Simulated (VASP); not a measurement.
# MnO (P-6m2) in VASP: single point with PBE

Aim: the single point of MnO with PBE.

Everything below comes from runs of VASP 6.6.1. Logs are shortened: lines on timing, memory, paths and dates and some standing lists are left out, and cuts for length are marked.

## Step 1: The cell of the first run

Symmetry: P-6m2, No. 187, hexagonal system. The conventional cell has a = 3.029 Å, b = 3.029 Å, c = 2.794 Å, α = 90.00°, β = 90.00°, γ = 120.00°. Mn (site symmetry -6m2) has 6 O at 2.24 Å and 8 Mn at 2.79 to 3.03 Å within 3.1 Å. Within 3.1 Å of O (site symmetry -6m2) lie 6 Mn at 2.24 Å and 8 O at 2.79 to 3.03 Å.

## Step 2: Single point, PBE, collinear spin, ferromagnetic start (atoms taken out)

The input, INCAR:

```
SYSTEM = MnO
ALGO = Normal ; EDIFF = 1E-6
ENCUT = 600 ; GGA = PE
GGA_COMPAT = .FALSE. ; ISIF = 2
ISMEAR = 0 ; ISPIN = 2
LASPH = .TRUE. ; LCHARG = .TRUE.
LELF = .TRUE. ; LMAXMIX = 4
LORBIT = 11 ; LREAL = .FALSE.
LVHAR = .TRUE. ; LWAVE = .FALSE.
MAGMOM = 4.47 0.27 ; NBANDS = 20
NELM = 200 ; PREC = Accurate
SIGMA = 0.1
```

The input, KPOINTS:

```
k-points
0
G
  24 24 20
  0 0 0
```

The input, POSCAR:

```
MnO
1.0
    3.0294553675      0.0000000000      0.0000000000
   -1.5147276837      2.6235853079      0.0000000000
    0.0000000000      0.0000000000      2.7939063863
Mn O
1 1
Direct
    0.0000000000      0.0000000000      0.0000000000
    0.3333333333      0.6666666667      0.5000000000
```

Potentials or basis: VASP PAW PBE potentials, release 64 (Mn_pv, O).

Run with:

```
$ cat potpaw_PBE.64/Mn_pv/POTCAR potpaw_PBE.64/O/POTCAR > POTCAR
$ mpirun -np 1 vasp_std > vasp.out
```

OUTCAR:

```text
SYSTEM = MnO
   EDIFF = 1E-6
   ENCUT = 600
   GGA = PE
   ISIF = 2
   ISMEAR = 0
   ISPIN = 2
   LASPH = .TRUE.
   LORBIT = 11
   LREAL = .FALSE.
   NELM = 200
   PREC = Accurate

 ion  position               nearest neighbor table
   1  0.000  0.000  0.000-   2 2.24   2 2.24   2 2.24   2 2.24   2 2.24   2 2.24
   2  0.333  0.667  0.500-   1 2.24   1 2.24   1 2.24   1 2.24   1 2.24   1 2.24

  LATTYP: Found a hexagonal cell.
 ALAT       =     3.0294553675
 C/A-ratio  =     0.9222470865

  Lattice vectors:

 A1 = (   3.0294553675,   0.0000000000,   0.0000000000)
 A2 = (  -1.5147276837,   2.6235853079,   0.0000000000)
 A3 = (   0.0000000000,   0.0000000000,   2.7939063863)

Analysis of symmetry for initial positions (statically):
=====================================================================
 Subroutine PRICEL returns:
 Original cell was already a primitive cell.

 Routine SETGRP: Setting up the symmetry group for a
 hexagonal supercell.

 Subroutine GETGRP returns: Found 12 space group operations
 (whereof 12 operations were pure point group operations)
 out of a pool of 24 trial point group operations.

The static configuration has the point symmetry D_3h.

Analysis of symmetry for dynamics (positions and initial velocities):
=====================================================================
 Subroutine PRICEL returns:
 Original cell was already a primitive cell.

 Routine SETGRP: Setting up the symmetry group for a
 hexagonal supercell.

 Subroutine GETGRP returns: Found 12 space group operations
 (whereof 12 operations were pure point group operations)
 out of a pool of 24 trial point group operations.

The dynamic configuration has the point symmetry D_3h.

Analysis of structural, dynamic, and magnetic symmetry:
=====================================================================
 Subroutine PRICEL returns:
 Original cell was already a primitive cell.

 Routine SETGRP: Setting up the symmetry group for a
 hexagonal supercell.

 Subroutine GETGRP returns: Found 12 space group operations
 (whereof 12 operations were pure point group operations)
 out of a pool of 24 trial point group operations.

The overall configuration has the point symmetry D_3h.

 Subroutine INISYM returns: Found 12 space group operations
 (whereof 12 operations are pure point group operations),
 and found     1 'primitive' translations

----------------------------------------------------------------------------------------

                                     Primitive cell

  volume of cell :      22.2061

  direct lattice vectors                    reciprocal lattice vectors
     3.029455368  0.000000000  0.000000000     0.330092336  0.190578899  0.000000000
    -1.514727684  2.623585308  0.000000000     0.000000000  0.381157798  0.000000000
     0.000000000  0.000000000  2.793906386     0.000000000  0.000000000  0.357921799

  length of vectors
     3.029455368  3.029455367  2.793906386     0.381157798  0.381157798  0.357921799

  position of ions in fractional coordinates (direct lattice)
     0.000000000  0.000000000  0.000000000
     0.333333333  0.666666667  0.500000000

  ion indices of the primitive-cell ions
   primitive index   ion index
                 1           1
                 2           2

----------------------------------------------------------------------------------------

 KPOINTS: k-points

Automatic generation of k-mesh.
 Grid dimensions read from file:
 generate k-points for:   24   24   20

 Generating k-lattice:

  Cartesian coordinates                     Fractional coordinates (reciprocal lattice)
     0.013753847  0.007940787  0.000000000     0.041666667 -0.000000000  0.000000000
     0.000000000  0.015881575  0.000000000     0.000000000  0.041666667  0.000000000
     0.000000000  0.000000000  0.017896090     0.000000000  0.000000000  0.050000000

  Length of vectors
     0.015881575  0.015881575  0.017896090

  Shift w.r.t. Gamma in fractional coordinates (k-lattice)
     0.000000000  0.000000000  0.000000000

 Subroutine IBZKPT returns following result:
 ===========================================

 Found    671 irreducible k-points:

 Following reciprocal coordinates:
            Coordinates               Weight
  0.000000  0.000000  0.000000      1.000000
  0.041667 -0.000000  0.000000      6.000000
  0.083333  0.000000  0.000000      6.000000
  0.125000 -0.000000  0.000000      6.000000
  0.166667  0.000000  0.000000      6.000000
  0.208333  0.000000  0.000000      6.000000
[... 16 lines left out ...]
  0.416667  0.041667  0.000000     12.000000
  0.458333  0.041667  0.000000     12.000000
 [... further k-points ...]
   k-points           NKPTS =    671   k-points in BZ     NKDIM =    671   number of bands    NBANDS=     20
   number of dos      NEDOS =    301   number of ions     NIONS =      2
   total plane-waves  NPLWV =  13824
   dimension x,y,z NGX =    24 NGY =   24 NGZ =   24
   dimension x,y,z NGXF=    48 NGYF=   48 NGZF=   48
   ions per type =               1   1
   NGX,Y,Z   is equivalent  to a cutoff of  13.17, 13.17, 14.28 a.u.
   NGXF,Y,Z  is equivalent  to a cutoff of  26.34, 26.34, 28.56 a.u.
 SYSTEM =  MnO
   PREC   = accura    normal or accurate (medium, high low for compatibility)
   ISTART =      0    job   : 0-new  1-cont  2-samecut
   ICHARG =      2    charge: 1-file 2-atom 10-const
   ISPIN  =      2    spin polarized calculation?
   LNONCOLLINEAR =      F non collinear calculations
   LSORBIT =      F    spin-orbit coupling
   LASPH  =      T    aspherical Exc in radial PAW
   ENCUT  =  600.0 eV  44.10 Ry    6.64 a.u.   6.05  6.05  5.58*2*pi/ulx,y,z
   NELM   =    200;   NELMIN=  2; NELMDL= -5     # of ELM steps
   EDIFF  = 0.1E-05   stopping-criterion for ELM
   LREAL  =      F    real-space projection
   EDIFFG = 0.1E-04   stopping-criterion for IOM
   NSW    =      0    number of steps for IOM
   IBRION =     -1    ionic relax: 0-MD 1-quasi-New 2-CG
   NFREE  =      0    steps in history (QN), initial steepest desc. (CG)
   ISIF   =      2    stress and relaxation
   ISYM   =      2    0-nonsym 1-usesym 2-fastsym
   POTIM  = 0.5000    time-step for ionic-motion
   TEBEG  =    0.0;   TEEND  =   0.0 temperature during run
   PSTRESS=    0.0 pullay stress
   NELECT =      19.0000    total number of electrons
   NUPDOWN=      -1.0000    fix difference up-down
   EMIN   =  10.00;   EMAX   =-10.00  energy-range for DOS
   EFERMI =   0.00;   METHOD = LEGACY
   ISMEAR =     0;   SIGMA  =   0.10  broadening in eV -4-tet -1-fermi 0-gaus
   EFERMI_NEDOS =   21; number of points for ismear=-14 and -15
   IALGO  =     38    algorithm
   IMIX   =      4    mixing-type and parameters
     AMIX     =   0.40;   BMIX     =  1.00
     AMIX_MAG =   1.60;   BMIX_MAG =  1.00
  volume/ion in A,a.u.               =      11.10        74.93
  Fermi-wavevector in a.u.,A,eV,Ry     =   1.554183  2.936980 32.864667  2.415485
  Thomas-Fermi vector in A             =   2.658306
   LORBIT       =     11    0 simple, 1 ext, 2 COOP (PROOUT), +10 PAW based schemes
   GGA     = PE    functional components
   LHFCALC =     F    Hartree Fock is set to
   AEXX    =    0.0000 exact exchange contribution
   IVDW    =     0    specifies the selected vdW correction
   LEPSILON=     F    determine dielectric tensor
   LRPA    =     F    only Hartree local field effects (RPA)
 spin polarized calculation
 Gauss-broadening in eV      SIGMA  =   0.10
  energy-cutoff  :      600.00
  volume of cell :       22.21
 maximum number of plane-waves:       758
   NGX = 13   NGY = 13   NGZ = 11

 number of electron      19.0000008 magnetization       4.7880419

 Free energy of the ion-electron system (eV)
  ---------------------------------------------------
  ext. energy  EPLUGINS =         0.00000000
  ---------------------------------------------------
  free energy    TOTEN  =       -16.02448140 eV

  energy without entropy =      -16.01911172  energy(sigma->0) =      -16.02179656

 E-fermi :   7.0664     XC(G=0): -11.7838

 val. band max:        7.0626689169   @ k =   0.1250   0.0417   0.1000
 cond. band min:       7.0693312155   @ k =   0.1667   0.0000   0.1000
 fundamental gap:      0.0066622985
 Fermi energy:         7.0664448646

 spin component 1

 k-point     1 :       0.0000    0.0000    0.0000
  band No.  band energies     occupation
      1     -43.2325      1.00000
      2     -43.2325      1.00000
      3     -43.0593      1.00000
      4     -12.7401      1.00000
      5       2.1649      1.00000
      6       2.1649      1.00000
[... 12 lines left out ...]
     19      30.2686      0.00000
     20      30.2686      0.00000
[... 507 lines left out ...]
 k-point    24 :       0.4583    0.0417    0.0000
  band No.  band energies     occupation
      1     -43.3045      1.00000
      2     -43.2510      1.00000
      3     -43.0513      1.00000
      4     -11.8875      1.00000
      5      -0.4955      1.00000
      6       2.4708      1.00000
[... 12 lines left out ...]
     19      30.7833      0.00000
     20      31.9599      0.00000

 [... further k-points ...]

 spin component 2

 k-point     1 :       0.0000    0.0000    0.0000
  band No.  band energies     occupation
      1     -38.5828      1.00000
      2     -38.5828      1.00000
      3     -38.4810      1.00000
      4     -12.3005      1.00000
      5       3.4917      1.00000
      6       3.4917      1.00000
[... 12 lines left out ...]
     19      31.9052      0.00000
     20      31.9052      0.00000
[... 507 lines left out ...]
 k-point    24 :       0.4583    0.0417    0.0000
  band No.  band energies     occupation
      1     -38.6713      1.00000
      2     -38.6051      1.00000
      3     -38.4707      1.00000
      4     -11.4717      1.00000
      5       0.3613      1.00000
      6       3.4505      1.00000
[... 12 lines left out ...]
     19      32.4115      0.00000
     20      32.8090      0.00000

 [... further k-points ...]

------------------------ aborting loop because EDIFF is reached ----------------------------------------

  FORCE on cell =-STRESS in cart. coord.  units (eV):
  Direction    XX          YY          ZZ          XY          YZ          ZX
  --------------------------------------------------------------------------------------
  -------------------------------------------------------------------------------------
  Total       -0.0063101     -0.0063101     -0.0061865     -0.0000000     -0.0000000      0.0000000
  in kB       -0.4552736     -0.4552736     -0.4463580     -0.0000000     -0.0000000      0.0000000
  external PRESSURE =      -0.4523017 kB  Pullay stress =       0.0000000 kB

 VOLUME and BASIS-vectors are now :
 -----------------------------------------------------------------------------
  energy-cutoff  :      600.00
  volume of cell :       22.21
      direct lattice vectors                 reciprocal lattice vectors
     3.029455368  0.000000000  0.000000000     0.330092336  0.190578899  0.000000000
    -1.514727684  2.623585308  0.000000000     0.000000000  0.381157798  0.000000000
     0.000000000  0.000000000  2.793906386     0.000000000  0.000000000  0.357921799

 POSITION                                       TOTAL-FORCE (eV/Angst)
 -----------------------------------------------------------------------------------
      0.00000      0.00000      0.00000        -0.000000      0.000000      0.000000
     -0.00000      1.74906      1.39695         0.000000      0.000000      0.000000
 -----------------------------------------------------------------------------------
    total drift:                                0.000000     -0.000000     -0.000000

  FREE ENERGIE OF THE ION-ELECTRON SYSTEM (eV)
  ---------------------------------------------------
  free  energy   TOTEN  =       -16.0244814044 eV

  energy  without entropy=      -16.0191117153  energy(sigma->0) =      -16.02179656

 total charge

# of ion       s       p       d       tot
------------------------------------------
    1        0.209   6.185   4.965  11.359
    2        1.559   3.405   0.000   4.964
--------------------------------------------------
tot          1.768   9.590   4.965  16.323

 magnetization (x)

# of ion       s       p       d       tot
------------------------------------------
    1        0.032   0.038   4.237   4.307
    2        0.027   0.178   0.000   0.205
--------------------------------------------------
tot          0.059   0.216   4.237   4.512
```

Wall time 4.6 min (1 thread of Oxide Virtual Turin-like, shared host); peak memory 0.55 GiB.

What came out:

```yaml
Free_energy: -16.0245 eV
Pressure: 0.0 GPa
Net_moment: 4.79 μB per cell
Site_moments: Mn +4.31; O +0.20 μB
Valence_electrons_inside_the_program's_atomic_spheres: Mn 11.36; O 4.96
```

Levels at points of the mesh, in eV from the Fermi level:
Spin up:
```csv
k point,band 8,band 9,band 10,band 11,band 12,band 13,band 14,band 15,band 16,band 17
"(0.00, 0.00, 0.00)",-3.30,-1.91,-1.91,-0.87,-0.87,-0.62,13.65,13.86,13.86,17.22
"(0.50, 0.00, 0.00)",-3.88,-2.05,-1.80,-1.75,-0.23,4.26,7.14,13.54,14.60,16.77
"(0.00, 0.00, 0.50)",-2.95,-2.95,-1.46,-0.95,-0.95,5.16,5.64,18.88,19.19,19.19
"(0.50, 0.00, 0.50)",-2.60,-1.90,-1.53,-1.44,0.12,4.56,9.27,10.24,12.13,12.33
```
Spin down:
| k point | band 3 | band 4 | band 5 | band 6 | band 7 | band 8 | band 9 | band 10 | band 11 | band 12 |
| --- | --- | --- | --- | --- | --- | --- | --- | --- | --- | --- |
| (0.00, 0.00, 0.00) | -45.55 | -19.37 | -3.57 | -3.57 | -2.87 | -0.52 | 1.02 | 2.38 | 2.38 | 2.40 |
| (0.50, 0.00, 0.00) | -45.54 | -18.54 | -6.73 | -3.55 | -3.32 | -0.29 | 2.10 | 2.21 | 2.56 | 3.10 |
| (0.00, 0.00, 0.50) | -45.64 | -18.47 | -7.23 | -3.08 | -3.08 | 1.13 | 1.13 | 2.29 | 2.29 | 2.35 |
| (0.50, 0.00, 0.50) | -45.66 | -18.08 | -5.94 | -5.48 | -4.10 | 0.74 | 2.13 | 2.52 | 2.97 | 3.41 |

Caveat: the cell differs from its parent crystal (atoms taken out); a cell with one magnetic atom can't hold antiferromagnetic order, which such compounds often take; semilocal functionals often make such compounds metallic where correlation or magnetic order opens a gap, which also shifts bond lengths.
